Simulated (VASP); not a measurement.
Wanted: the native input for a VASP 6.6.1 run.

| Item | Value |
| --- | --- |
| Task | single point |
| Functional | r2SCAN |
| Potentials or basis | VASP PAW PBE potentials, release 64 (Sr_sv, O) |
| Cutoff | 520 eV |
| k mesh | 8 × 8 × 8 |
| Occupations | gaussian, width 0.05 eV |
| Spin | no spin polarisation |
| Dipole correction | no |
| Further INCAR settings | ALGO = Normal; EDIFF = 1e-06; NBANDS = 15 |

Crystal: SrO.

```
Sr O
1.0
     0.00968    2.58015    2.58015
     2.58015    0.00968    2.58015
     2.58982    2.58982    0.00000
Sr O
1 1
Direct
  0.00000 0.00000 0.00000
  0.50000 0.50000 0.50000
```

This cell differs from its parent crystal: strain +0.0075 x Voigt [0, 0, 0, 0, 0, 1].

These files were run (other wordings do the same):

POSCAR

```
SrO
1.0
    0.0096755538      2.5801476905      2.5801476905
    2.5801476905      0.0096755538      2.5801476905
    2.5898232443      2.5898232443      0.0000000000
Sr O
1 1
Direct
    0.0000000000      0.0000000000      0.0000000000
    0.5000000000      0.5000000000      0.5000000000
```

INCAR.step1

```
SYSTEM = SrO
  PREC = Accurate
  ENCUT = 520
  ISMEAR = 0
  SIGMA = 0.05
  LREAL = .False.
  LASPH = .True.
  NELM = 80
  NBANDS = 15
  GGA = PE
  ALGO = Normal
  EDIFF = 1E-4
  LWAVE = .True.
  LCHARG = .False.
```

INCAR.step2

```
SYSTEM = SrO
  PREC = Accurate
  ENCUT = 520
  EDIFF = 1E-6
  ISMEAR = 0
  SIGMA = 0.05
  LREAL = .False.
  LASPH = .True.
  NELM = 80
  ALGO = Normal
  ISIF = 2
  LWAVE = .False.
  LCHARG = .False.
  METAGGA = R2SCAN
  LMIXTAU = .True.
  NBANDS = 15
  ISTART = 1
```

KPOINTS

```
Automatic mesh
0
Gamma
  8 8 8
  0 0 0
```

Potentials or basis: VASP PAW PBE potentials, release 64 (Sr_sv, O).

Launch:

```console
$ cat potpaw_PBE.64/Sr_sv/POTCAR potpaw_PBE.64/O/POTCAR > POTCAR
$ cp INCAR.step1 INCAR
$ mpirun -np 1 vasp_std > vasp.out
$ cp INCAR.step2 INCAR
$ mpirun -np 1 vasp_std > vasp.out
```

Results of the run:

The pressure is 0.5 GPa. The band gap on the k mesh is 3.74 eV, indirect (least direct gap 3.83 eV).

Caveat: the cell differs from its parent crystal (strain +0.0075 x Voigt [0, 0, 0, 0, 0, 1]); the PAW data sets were made with another functional, which shifts forces and pressure a little.

Wall time 92 s on 1 thread of Intel(R) Xeon(R) 6975P-C (Granite Rapids), with other jobs on the host, peak memory 0.19 GiB.
